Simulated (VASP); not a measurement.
A run of VASP 6.6.1 is set up as follows.

Contents of INCAR:

```
SYSTEM = InP
PREC = Accurate
ENCUT = 520
EDIFF = 1E-6
ISMEAR = 0
SIGMA = 0.05
LREAL = .FALSE.
LASPH = .TRUE.
NELM = 80
ALGO = Normal
ISIF = 2
LWAVE = .FALSE.
LCHARG = .FALSE.
GGA = B5
ALDAX = 1.0
AGGAX = 1.0
AGGAC = 1.0
ALDAC = 0.0
IVDW = 12
VDW_S6 = 1.0
VDW_S8 = 2.6996
VDW_A1 = 0.4298
VDW_A2 = 4.2359
NBANDS = 16
```

KPOINTS

```
Automatic mesh
0
G
  8 8 8
  0 0 0
```

POSCAR

```
InP
1.0
    0.0000000000      2.9929718695      2.9929718695
    2.9929718695      0.0000000000      2.9929718695
    2.9929718695      2.9929718695      0.0000000000
In P
1 1
Direct
    0.0000000000      0.0000000000      0.0000000000
    0.7500000000      0.7500000000      0.7500000000
```

Potentials or basis: VASP PAW PBE potentials, release 64 (In_d, P).

Launch:

```console
$ cat potpaw_PBE.64/In_d/POTCAR potpaw_PBE.64/P/POTCAR > POTCAR
$ mpirun -np 1 vasp_std > vasp.out
```

Estimate the pressure.

-2.2 GPa.

Estimate the band gap on the k mesh.

0.27 eV, direct.

Caveat: the PAW data sets were made with another functional, which shifts forces and pressure a little; spin-orbit coupling is left out, which moves the levels of the heavy elements.
